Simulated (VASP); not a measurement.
Runs of VASP 6.6.1 on N. The structure is that of space group Fm-3m (No. 225), or close to it. The cells are those of the table. 

| cell | k mesh | gap on the mesh (eV) | pressure (GPa) | moment (μB) |
| --- | --- | --- | --- | --- |
| a = 4.629 Å, 4 atoms | 6 × 6 × 6 | 1.12 | (c) | 12.00 |
| a = 4.831 Å, 4 atoms | 4 × 4 × 4 | (b) | -0.1 | 12.00 |
| a = 4.987 Å, 4 atoms | 6 × 6 × 6 | 1.89 | -0.3 | 12.00 |
| a = 4.681 Å, 4 atoms | 6 × 6 × 6 | (a) | 0.3 | 12.00 |

Alike in all rows: task single point; level LDA; potentials or basis VASP PAW LDA potentials, release 64 (N); spin collinear, ferromagnetic start; cutoff (eV) 520; smearing gaussian 0.02 eV.

Task: Estimate the missing entries.

Result: (a) 1.25; (b) 1.58; (c) 0.5.

A k mesh can miss the band edges.
